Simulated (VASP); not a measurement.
# Li (P6_3/mmc) in VASP: a series of runs, part 2 of 2

VASP 6.6.1. Earlier steps stand in the parts before.

### 3 Single point, LDA (volume scaled by 0.52)

INCAR reads:

```
PREC = Accurate
ENCUT = 520
EDIFF = 1E-6
ISMEAR = -1
SIGMA = 0.05
LREAL = F
LASPH = T
NELM = 60
ALGO = Normal
ISIF = 2
LWAVE = F
LCHARG = T
LELF = T
LVHAR = T
NBANDS = 10
```

KPOINTS reads:

```
regular mesh
0
Gamma
  14 14 8
```

POSCAR reads:

```
Li
1.0
    2.4081483409      0.0000000000      0.0000000000
   -1.2040741705      2.0855176393      0.0000000000
    0.0000000000      0.0000000000      3.9270327870
Li
2
Direct
    0.3333333333      0.6666666667      0.2500000000
    0.6666666667      0.3333333333      0.7500000000
```

Potentials or basis: VASP PAW LDA potentials, release 64 (Li_sv).

Command:

```console
> cat potpaw_LDA.64/Li_sv/POTCAR > POTCAR
> mpirun -np 1 vasp_std > vasp.out
```

OUTCAR:

```text
PREC = Accurate
   ENCUT = 520
   EDIFF = 1E-6
   ISMEAR = -1
   LREAL = F
   LASPH = T
   NELM = 60
   ISIF = 2

 ion  position               nearest neighbor table
   1  0.333  0.667  0.250-   2 2.41   2 2.41   2 2.41   2 2.41   2 2.41   2 2.41
   2  0.667  0.333  0.750-   1 2.41   1 2.41   1 2.41   1 2.41   1 2.41   1 2.41

  LATTYP: Found a hexagonal cell.
 ALAT       =     2.4081483409
 C/A-ratio  =     1.6307271111

  Lattice vectors:

 A1 = (   2.4081483409,   0.0000000000,   0.0000000000)
 A2 = (  -1.2040741705,   2.0855176393,   0.0000000000)
 A3 = (   0.0000000000,   0.0000000000,   3.9270327870)

Analysis of symmetry for initial positions (statically):
=====================================================================
 Subroutine PRICEL returns:
 Original cell was already a primitive cell.

 Routine SETGRP: Setting up the symmetry group for a
 hexagonal supercell.

 Subroutine GETGRP returns: Found 24 space group operations
 (whereof 12 operations were pure point group operations)
 out of a pool of 24 trial point group operations.

The static configuration has the point symmetry D_3d.
 The point group associated with its full space group is D_6h.

Analysis of symmetry for dynamics (positions and initial velocities):
=====================================================================
 Subroutine PRICEL returns:
 Original cell was already a primitive cell.

 Routine SETGRP: Setting up the symmetry group for a
 hexagonal supercell.

 Subroutine GETGRP returns: Found 24 space group operations
 (whereof 12 operations were pure point group operations)
 out of a pool of 24 trial point group operations.

The dynamic configuration has the point symmetry D_3d.
 The point group associated with its full space group is D_6h.

 Subroutine INISYM returns: Found 24 space group operations
 (whereof 12 operations are pure point group operations),
 and found     1 'primitive' translations

----------------------------------------------------------------------------------------

                                     Primitive cell

  volume of cell :      19.7225

  direct lattice vectors                    reciprocal lattice vectors
     2.408148341  0.000000000  0.000000000     0.415256811  0.239748632  0.000000000
    -1.204074170  2.085517639  0.000000000     0.000000000  0.479497263  0.000000000
     0.000000000  0.000000000  3.927032787     0.000000000  0.000000000  0.254645187

  length of vectors
     2.408148341  2.408148341  3.927032787     0.479497263  0.479497263  0.254645187

  position of ions in fractional coordinates (direct lattice)
     0.333333333  0.666666667  0.250000000
     0.666666667  0.333333333  0.750000000

  ion indices of the primitive-cell ions
   primitive index   ion index
                 1           1
                 2           2

----------------------------------------------------------------------------------------

 KPOINTS: regular mesh

Automatic generation of k-mesh.
 Grid dimensions read from file:
 generate k-points for:   14   14    8

 Generating k-lattice:

  Cartesian coordinates                     Fractional coordinates (reciprocal lattice)
[... 22 lines left out ...]
  0.357143  0.000000  0.000000      6.000000
[... 16 lines left out ...]
  0.285714  0.285714  0.000000      6.000000
  0.357143  0.285714  0.000000      6.000000
 [... further k-points ...]
   k-points           NKPTS =    120   k-points in BZ     NKDIM =    120   number of bands    NBANDS=     10
   number of dos      NEDOS =    301   number of ions     NIONS =      2
   total plane-waves  NPLWV =   9720
   dimension x,y,z NGX =    18 NGY =   18 NGZ =   30
   dimension x,y,z NGXF=    36 NGYF=   36 NGZF=   60
   ions per type =               2
   NGX,Y,Z   is equivalent  to a cutoff of  12.43, 12.43, 12.70 a.u.
   NGXF,Y,Z  is equivalent  to a cutoff of  24.85, 24.85, 25.40 a.u.
 SYSTEM =  unknown system
   PREC   = accura    normal or accurate (medium, high low for compatibility)
   ISTART =      0    job   : 0-new  1-cont  2-samecut
   ICHARG =      2    charge: 1-file 2-atom 10-const
   ISPIN  =      1    spin polarized calculation?
   LNONCOLLINEAR =      F non collinear calculations
   LSORBIT =      F    spin-orbit coupling
   LASPH  =      T    aspherical Exc in radial PAW
   ENCUT  =  520.0 eV  38.22 Ry    6.18 a.u.   4.48  4.48  7.30*2*pi/ulx,y,z
   NELM   =     60;   NELMIN=  2; NELMDL= -5     # of ELM steps
   EDIFF  = 0.1E-05   stopping-criterion for ELM
   LREAL  =      F    real-space projection
   EDIFFG = 0.1E-04   stopping-criterion for IOM
   NSW    =      0    number of steps for IOM
   IBRION =     -1    ionic relax: 0-MD 1-quasi-New 2-CG
   NFREE  =      0    steps in history (QN), initial steepest desc. (CG)
   ISIF   =      2    stress and relaxation
   ISYM   =      2    0-nonsym 1-usesym 2-fastsym
   POTIM  = 0.5000    time-step for ionic-motion
   TEBEG  =    0.0;   TEEND  =   0.0 temperature during run
   PSTRESS=    0.0 pullay stress
   NELECT =       6.0000    total number of electrons
   NUPDOWN=      -1.0000    fix difference up-down
   EMIN   =  10.00;   EMAX   =-10.00  energy-range for DOS
   EFERMI =   0.00;   METHOD = LEGACY
   ISMEAR =    -1;   SIGMA  =   0.05  broadening in eV -4-tet -1-fermi 0-gaus
   EFERMI_NEDOS =   21; number of points for ismear=-14 and -15
   IALGO  =     38    algorithm
   IMIX   =      4    mixing-type and parameters
     AMIX     =   0.40;   BMIX     =  1.00
     AMIX_MAG =   1.60;   BMIX_MAG =  1.00
  volume/ion in A,a.u.               =       9.86        66.55
  Fermi-wavevector in a.u.,A,eV,Ry     =   1.101044  2.080672 16.494316  1.212298
  Thomas-Fermi vector in A             =   2.237465
   LORBIT       =      0    0 simple, 1 ext, 2 COOP (PROOUT), +10 PAW based schemes
   GGA     = CA    functional components
   LHFCALC =     F    Hartree Fock is set to
   AEXX    =    0.0000 exact exchange contribution
   IVDW    =     0    specifies the selected vdW correction
   LEPSILON=     F    determine dielectric tensor
   LRPA    =     F    only Hartree local field effects (RPA)
 non-spin polarized calculation
  energy-cutoff  :      520.00
  volume of cell :       19.72
 maximum number of plane-waves:       551
 NGX is ok and might be reduce to    18
   NGX =  9   NGY =  9   NGZ = 15

 number of electron       6.0000010 magnetization

 Free energy of the ion-electron system (eV)
  ---------------------------------------------------
  ext. energy  EPLUGINS =         0.00000000
  ---------------------------------------------------
  free energy    TOTEN  =        -3.05972189 eV

  energy without entropy =       -3.05417203  energy(sigma->0) =       -3.05694696

 E-fermi :   3.3851     XC(G=0):  -9.2399

 val. band max:        3.3199934184   @ k =   0.2857   0.1429   0.5000
 cond. band min:       3.4242924754   @ k =   0.0714   0.0714   0.0000
 fundamental gap:      0.1042990569
 Fermi energy:         3.3850974789

 k-point     1 :       0.0000    0.0000    0.0000
  band No.  band energies     occupation
      1     -41.4424      2.00000
      2     -41.1837      2.00000
      3      -0.5173      2.00000
      4       2.9034      1.99987
      5       9.8478      0.00000
      6      23.5256      0.00000
      7      23.5256      0.00000
      8      25.7312      0.00000
      9      25.7312      0.00000
     10      27.0265      0.00000
[... 287 lines left out ...]
 k-point    24 :       0.3571    0.2857    0.0000
  band No.  band energies     occupation
      1     -41.1369      2.00000
      2     -41.1174      2.00000
      3       4.7071      0.00000
      4       6.7851      0.00000
      5       7.8170      0.00000
      6      12.6653      0.00000
      7      13.2723      0.00000
      8      13.7558      0.00000
      9      16.9058      0.00000
     10      23.3448      0.00000

 [... further k-points ...]

------------------------ aborting loop because EDIFF is reached ----------------------------------------

  FORCE on cell =-STRESS in cart. coord.  units (eV):
  Direction    XX          YY          ZZ          XY          YZ          ZX
  --------------------------------------------------------------------------------------
  -------------------------------------------------------------------------------------
  Total        3.6194944      3.6194944      3.6429530     -0.0000000      0.0000000      0.0000000
  in kB      294.0335322    294.0335322    295.9392184     -0.0000000      0.0000000      0.0000000
  external PRESSURE =     294.6687609 kB  Pullay stress =       0.0000000 kB

 VOLUME and BASIS-vectors are now :
 -----------------------------------------------------------------------------
  energy-cutoff  :      520.00
  volume of cell :       19.72
      direct lattice vectors                 reciprocal lattice vectors
     2.408148341  0.000000000  0.000000000     0.415256811  0.239748632  0.000000000
    -1.204074170  2.085517639  0.000000000     0.000000000  0.479497263  0.000000000
     0.000000000  0.000000000  3.927032787     0.000000000  0.000000000  0.254645187

 POSITION                                       TOTAL-FORCE (eV/Angst)
 -----------------------------------------------------------------------------------
     -0.00000      1.39035      0.98176        -0.000000     -0.000000      0.000000
      1.20407      0.69517      2.94527         0.000000      0.000000      0.000000
 -----------------------------------------------------------------------------------
    total drift:                                0.000000     -0.000000      0.000000

  FREE ENERGIE OF THE ION-ELECTRON SYSTEM (eV)
  ---------------------------------------------------
  free  energy   TOTEN  =        -3.0597218913 eV

  energy  without entropy=       -3.0541720333  energy(sigma->0) =       -3.05694696
```

OSZICAR:

```text
N       E                     dE             d eps       ncg     rms          rms(c)
DAV:   1     0.217001732793E+02    0.21700E+02   -0.33388E+03  2432   0.636E+02
DAV:   2    -0.145490480733E+01   -0.23155E+02   -0.21842E+02  3258   0.116E+02
DAV:   3    -0.298826812039E+01   -0.15334E+01   -0.15090E+01  3524   0.295E+01
DAV:   4    -0.302199635369E+01   -0.33728E-01   -0.33689E-01  3190   0.321E+00
DAV:   5    -0.302220871183E+01   -0.21236E-03   -0.21235E-03  3010   0.229E-01    0.144E+00
DAV:   6    -0.304446154728E+01   -0.22253E-01   -0.40571E-03  3454   0.362E-01    0.917E-01
DAV:   7    -0.305973646136E+01   -0.15275E-01   -0.11878E-02  3486   0.573E-01    0.593E-02
DAV:   8    -0.305971601596E+01    0.20445E-04   -0.23258E-04  3650   0.108E-01    0.126E-02
DAV:   9    -0.305972131387E+01   -0.52979E-05   -0.15206E-05  2816   0.368E-02    0.228E-03
DAV:  10    -0.305972189132E+01   -0.57746E-06   -0.42864E-07  2076   0.616E-03
   1 F= -.30597219E+01 E0= -.30569470E+01  d E =-.554986E-02
```

It took 11 s on 1 thread of Intel Xeon 6975P-C, shared host; peak memory 0.12 GiB.

What came out:

| Quantity | Value |
| --- | --- |
| Free energy | -3.0597 eV |
| Band gap on the k mesh | zero (band 3 reaches 6.05 eV, above the bottom of band 4 at 0.62 eV) |

Caveat: the cutoff is under 1.25 times the usual one of these potentials, so pressure, stress and relaxed cells hold a basis-set (Pulay) error.
